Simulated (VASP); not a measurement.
# Mo (P6/mmm) in VASP: a series of runs

Mo is run at these levels: PBEsol; tasks: single point, relaxation of cell and atoms.

All numbers are computed with VASP 6.6.1; they aren't measurements. Logs are shortened: lines on timing, memory, paths and dates and some standing lists are left out, and cuts for length are marked.

### Step 1. The cell of the first run

The structure is hexagonal, space group P6/mmm (No. 191). Conventional cell: a = 2.742 Å, b = 2.742 Å, c = 2.492 Å, α = 90.00°, β = 90.00°, γ = 120.00°. Within 3.3 Å of Mo (site symmetry 6/mmm) lie 8 Mo at 2.49 to 2.74 Å.

### Step 2. Single point, PBEsol

Input file INCAR:

```
SYSTEM = Mo
PREC     = Accurate       ! precision mode
ENCUT    = 520            ! plane-wave cutoff, eV
EDIFF    = 1E-6           ! SCF threshold, eV
ISMEAR   = 0              ! smearing method
SIGMA    = 0.1            ! smearing width, eV
LREAL    = .FALSE.        ! projectors in reciprocal space
LASPH    = .TRUE.         ! aspherical terms in the spheres
NELM     = 80             ! most SCF steps
ALGO     = Normal         ! electronic algorithm
ISIF     = 2              ! what is computed and relaxed
LWAVE    = .FALSE.        ! write WAVECAR
LCHARG   = .FALSE.        ! write CHGCAR
GGA      = PS             ! functional
NBANDS   = 13             ! bands
```

Input file KPOINTS:

```
Automatic mesh
0
G
  18 18 16
  0 0 0
```

Input file POSCAR:

```
Mo
1.0
    2.7423354188      0.0000000000      0.0000000000
   -1.3711677094      2.3749321384      0.0000000000
    0.0000000000      0.0000000000      2.4920710710
Mo
1
Direct
    0.0000000000      0.0000000000      0.5000000000
```

Potentials or basis: VASP PAW PBE potentials, release 64 (Mo_sv).

On the command line:

```sh
$ cat potpaw_PBE.64/Mo_sv/POTCAR > POTCAR
$ mpirun -np 1 vasp_std > vasp.out
```

OUTCAR:

```text
SYSTEM = Mo
   PREC = Accurate
   ENCUT = 520
   EDIFF = 1E-6
   ISMEAR = 0
   LREAL = .FALSE.
   LASPH = .TRUE.
   NELM = 80
   ISIF = 2
   GGA = PS

 ion  position               nearest neighbor table
   1  0.000  0.000  0.500-

  LATTYP: Found a hexagonal cell.
 ALAT       =     2.7423354188
 C/A-ratio  =     0.9087404312

  Lattice vectors:

 A1 = (   2.7423354188,   0.0000000000,   0.0000000000)
 A2 = (  -1.3711677094,   2.3749321384,   0.0000000000)
 A3 = (   0.0000000000,   0.0000000000,   2.4920710710)

Analysis of symmetry for initial positions (statically):
=====================================================================
 Subroutine PRICEL returns:
 Original cell was already a primitive cell.

 Routine SETGRP: Setting up the symmetry group for a
 hexagonal supercell.

 Subroutine GETGRP returns: Found 24 space group operations
 (whereof 24 operations were pure point group operations)
 out of a pool of 24 trial point group operations.

The static configuration has the point symmetry D_6h.

Analysis of symmetry for dynamics (positions and initial velocities):
=====================================================================
 Subroutine PRICEL returns:
 Original cell was already a primitive cell.

 Routine SETGRP: Setting up the symmetry group for a
 hexagonal supercell.

 Subroutine GETGRP returns: Found 24 space group operations
 (whereof 24 operations were pure point group operations)
 out of a pool of 24 trial point group operations.

The dynamic configuration has the point symmetry D_6h.

 Subroutine INISYM returns: Found 24 space group operations
 (whereof 24 operations are pure point group operations),
 and found     1 'primitive' translations

----------------------------------------------------------------------------------------

                                     Primitive cell

  volume of cell :      16.2305

  direct lattice vectors                    reciprocal lattice vectors
     2.742335419  0.000000000  0.000000000     0.364652695  0.210532331  0.000000000
    -1.371167709  2.374932138  0.000000000     0.000000000  0.421064663  0.000000000
     0.000000000  0.000000000  2.492071071     0.000000000  0.000000000  0.401272665

  length of vectors
     2.742335419  2.742335419  2.492071071     0.421064663  0.421064663  0.401272665

  position of ions in fractional coordinates (direct lattice)
     0.000000000  0.000000000  0.500000000

  ion indices of the primitive-cell ions
   primitive index   ion index
                 1           1

----------------------------------------------------------------------------------------

 KPOINTS: Automatic mesh

Automatic generation of k-mesh.
 Grid dimensions read from file:
 generate k-points for:   18   18   16

 Generating k-lattice:

  Cartesian coordinates                     Fractional coordinates (reciprocal lattice)
     0.020258483  0.011696241  0.000000000     0.055555556  0.000000000  0.000000000
     0.000000000  0.023392481  0.000000000     0.000000000  0.055555556  0.000000000
     0.000000000  0.000000000  0.025079542     0.000000000  0.000000000  0.062500000

  Length of vectors
     0.023392481  0.023392481  0.025079542

  Shift w.r.t. Gamma in fractional coordinates (k-lattice)
     0.000000000  0.000000000  0.000000000

 Subroutine IBZKPT returns following result:
 ===========================================

 Found    333 irreducible k-points:

 Following reciprocal coordinates:
            Coordinates               Weight
  0.000000  0.000000  0.000000      1.000000
  0.055556  0.000000  0.000000      6.000000
  0.111111  0.000000  0.000000      6.000000
  0.166667 -0.000000  0.000000      6.000000
  0.222222  0.000000  0.000000      6.000000
  0.277778  0.000000  0.000000      6.000000
[... 16 lines left out ...]
  0.333333  0.111111  0.000000     12.000000
  0.388889  0.111111  0.000000     12.000000
 [... further k-points ...]
   k-points           NKPTS =    333   k-points in BZ     NKDIM =    333   number of bands    NBANDS=     13
   number of dos      NEDOS =    301   number of ions     NIONS =      1
   total plane-waves  NPLWV =   8000
   dimension x,y,z NGX =    20 NGY =   20 NGZ =   20
   dimension x,y,z NGXF=    40 NGYF=   40 NGZF=   40
   ions per type =               1
   NGX,Y,Z   is equivalent  to a cutoff of  12.12, 12.12, 13.34 a.u.
   NGXF,Y,Z  is equivalent  to a cutoff of  24.25, 24.25, 26.68 a.u.
 SYSTEM =  Mo
   PREC   = accura    normal or accurate (medium, high low for compatibility)
   ISTART =      0    job   : 0-new  1-cont  2-samecut
   ICHARG =      2    charge: 1-file 2-atom 10-const
   ISPIN  =      1    spin polarized calculation?
   LNONCOLLINEAR =      F non collinear calculations
   LSORBIT =      F    spin-orbit coupling
   LASPH  =      T    aspherical Exc in radial PAW
   ENCUT  =  520.0 eV  38.22 Ry    6.18 a.u.   5.10  5.10  4.63*2*pi/ulx,y,z
   NELM   =     80;   NELMIN=  2; NELMDL= -5     # of ELM steps
   EDIFF  = 0.1E-05   stopping-criterion for ELM
   LREAL  =      F    real-space projection
   EDIFFG = 0.1E-04   stopping-criterion for IOM
   NSW    =      0    number of steps for IOM
   IBRION =     -1    ionic relax: 0-MD 1-quasi-New 2-CG
   NFREE  =      0    steps in history (QN), initial steepest desc. (CG)
   ISIF   =      2    stress and relaxation
   ISYM   =      2    0-nonsym 1-usesym 2-fastsym
   POTIM  = 0.5000    time-step for ionic-motion
   TEBEG  =    0.0;   TEEND  =   0.0 temperature during run
   PSTRESS=    0.0 pullay stress
   NELECT =      14.0000    total number of electrons
   NUPDOWN=      -1.0000    fix difference up-down
   EMIN   =  10.00;   EMAX   =-10.00  energy-range for DOS
   EFERMI =   0.00;   METHOD = LEGACY
   ISMEAR =     0;   SIGMA  =   0.10  broadening in eV -4-tet -1-fermi 0-gaus
   EFERMI_NEDOS =   21; number of points for ismear=-14 and -15
   IALGO  =     38    algorithm
   IMIX   =      4    mixing-type and parameters
     AMIX     =   0.40;   BMIX     =  1.00
     AMIX_MAG =   1.60;   BMIX_MAG =  1.00
  volume/ion in A,a.u.               =      16.23       109.53
  Fermi-wavevector in a.u.,A,eV,Ry     =   1.558380  2.944912 33.042416  2.428549
  Thomas-Fermi vector in A             =   2.661893
   LORBIT       =      0    0 simple, 1 ext, 2 COOP (PROOUT), +10 PAW based schemes
   GGA     = PS    functional components
   LHFCALC =     F    Hartree Fock is set to
   AEXX    =    0.0000 exact exchange contribution
   IVDW    =     0    specifies the selected vdW correction
   LEPSILON=     F    determine dielectric tensor
   LRPA    =     F    only Hartree local field effects (RPA)
 non-spin polarized calculation
 Gauss-broadening in eV      SIGMA  =   0.10
  energy-cutoff  :      520.00
  volume of cell :       16.23
 maximum number of plane-waves:       454
   NGX = 11   NGY = 11   NGZ =  9

 number of electron      14.0000006 magnetization

 Free energy of the ion-electron system (eV)
  ---------------------------------------------------
  ext. energy  EPLUGINS =         0.00000000
  ---------------------------------------------------
  free energy    TOTEN  =       -10.87059898 eV

  energy without entropy =      -10.86517531  energy(sigma->0) =      -10.86788715

 E-fermi :  11.6737     XC(G=0): -13.2291

 val. band max:       11.6663948004   @ k =   0.0556   0.0000   0.3750
 cond. band min:      11.6777732656   @ k =   0.0000   0.0000   0.4375
 fundamental gap:      0.0113784652
 Fermi energy:        11.6736713223

 k-point     1 :       0.0000    0.0000    0.0000
  band No.  band energies     occupation
      1     -49.2397      2.00000
      2     -22.5394      2.00000
      3     -22.5394      2.00000
      4     -22.3010      2.00000
      5       4.8492      2.00000
      6       7.2257      2.00000
      7      10.7521      2.00000
      8      10.7521      2.00000
      9      16.0718      0.00000
     10      16.0718      0.00000
     11      24.5444      0.00000
     12      28.3746      0.00000
     13      32.1111      0.00000

 k-point     2 :       0.0556    0.0000    0.0000
  band No.  band energies     occupation
      1     -49.2332      2.00000
      2     -22.5835      2.00000
      3     -22.5493      2.00000
      4     -22.2966      2.00000
      5       4.9717      2.00000
      6       7.2743      2.00000
      7      10.6287      2.00000
      8      10.8634      2.00000
      9      15.9479      0.00000
     10      16.0512      0.00000
     11      24.8271      0.00000
     12      28.6125      0.00000
     13      31.4830      0.00000

 k-point     3 :       0.1111    0.0000    0.0000
  band No.  band energies     occupation
      1     -49.2143      2.00000
      2     -22.7092      2.00000
      3     -22.5774      2.00000
      4     -22.2839      2.00000
      5       5.3195      2.00000
      6       7.4166      2.00000
      7      10.3123      2.00000
      8      11.1931      2.00000
      9      15.6105      0.00000
     10      15.9924      0.00000
     11      25.5961      0.00000
     12      29.2835      0.00000
     13      30.1739      0.00000

 k-point     4 :       0.1667   -0.0000    0.0000
  band No.  band energies     occupation
      1     -49.1853      2.00000
      2     -22.8987      2.00000
      3     -22.6203      2.00000
      4     -22.2645      2.00000
      5       5.8290      2.00000
      6       7.6313      2.00000
      7       9.9483      2.00000
      8      11.7272      0.44934
      9      15.1397      0.00000
     10      15.9037      0.00000
     11      26.5158      0.00000
     12      28.9209      0.00000
     13      30.2785      0.00000

 k-point     5 :       0.2222    0.0000    0.0000
  band No.  band energies     occupation
      1     -49.1494      2.00000
      2     -23.1263      2.00000
      3     -22.6725      2.00000
      4     -22.2405      2.00000
      5       6.3846      2.00000
      6       7.8326      2.00000
      7       9.7777      2.00000
      8      12.4409      0.00000
      9      14.6211      0.00000
     10      15.7970      0.00000
     11      26.3230      0.00000
     12      28.9592      0.00000
     13      29.2946      0.00000
[... 257 lines left out ...]
 k-point    22 :       0.2778    0.1111    0.0000
  band No.  band energies     occupation
      1     -49.0649      2.00000
      2     -23.5739      2.00000
      3     -22.8633      2.00000
      4     -22.1842      2.00000
      5       7.4134      2.00000
      6       8.0756      2.00000
      7      10.1677      2.00000
      8      13.7150      0.00000
      9      14.8902      0.00000
     10      15.3757      0.00000
     11      23.7754      0.00000
     12      25.8150      0.00000
     13      30.7421      0.00000

 k-point    23 :       0.3333    0.1111    0.0000
  band No.  band energies     occupation
      1     -49.0367      2.00000
      2     -23.7246      2.00000
      3     -22.9169      2.00000
      4     -22.1656      2.00000
      5       7.3502      2.00000
      6       8.1870      2.00000
      7      11.0003      2.00000
      8      13.4349      0.00000
      9      15.2630      0.00000
     10      15.8540      0.00000
     11      22.6260      0.00000
     12      24.9418      0.00000
     13      29.9895      0.00000

 k-point    24 :       0.3889    0.1111    0.0000
  band No.  band energies     occupation
      1     -49.0183      2.00000
      2     -23.8219      2.00000
      3     -22.9517      2.00000
      4     -22.1534      2.00000
      5       7.2242      2.00000
      6       8.3290      2.00000
      7      11.6863      0.85802
      8      13.2594      0.00000
      9      15.1904      0.00000
     10      16.5925      0.00000
     11      21.7918      0.00000
     12      24.2445      0.00000
     13      29.5135      0.00000

 [... further k-points ...]
[... 5 lines left out ...]
  --------------------------------------------------------------------------------------
  -------------------------------------------------------------------------------------
  Total        0.0454139      0.0454139      0.0829004     -0.0000000      0.0000000      0.0000000
  in kB        4.4829793      4.4829793      8.1834208     -0.0000000      0.0000000      0.0000000
  external PRESSURE =       5.7164598 kB  Pullay stress =       0.0000000 kB

 VOLUME and BASIS-vectors are now :
 -----------------------------------------------------------------------------
  energy-cutoff  :      520.00
  volume of cell :       16.23
      direct lattice vectors                 reciprocal lattice vectors
     2.742335419  0.000000000  0.000000000     0.364652695  0.210532331  0.000000000
    -1.371167709  2.374932138  0.000000000     0.000000000  0.421064663  0.000000000
     0.000000000  0.000000000  2.492071071     0.000000000  0.000000000  0.401272665

 POSITION                                       TOTAL-FORCE (eV/Angst)
 -----------------------------------------------------------------------------------
      0.00000      0.00000      1.24604         0.000000      0.000000      0.000000
 -----------------------------------------------------------------------------------
    total drift:                               -0.000000      0.000000      0.000000

  FREE ENERGIE OF THE ION-ELECTRON SYSTEM (eV)
  ---------------------------------------------------
  free  energy   TOTEN  =       -10.8705989798 eV

  energy  without entropy=      -10.8651753142  energy(sigma->0) =      -10.86788715
```

Wall time 76 s (1 thread of AMD EPYC 7R43 (Zen 3), shared host); peak memory 0.14 GiB.

What came out:

| Property | Result |
| --- | --- |
| Free energy | -10.8706 eV |
| Pressure | 0.6 GPa |
| Band gap on the k mesh | zero (band 7 reaches 12.69 eV, above the bottom of band 8 at 10.75 eV) |

Caveat: the PAW data sets were made with another functional, which shifts forces and pressure a little.

(Continued in part 2 of 2.)
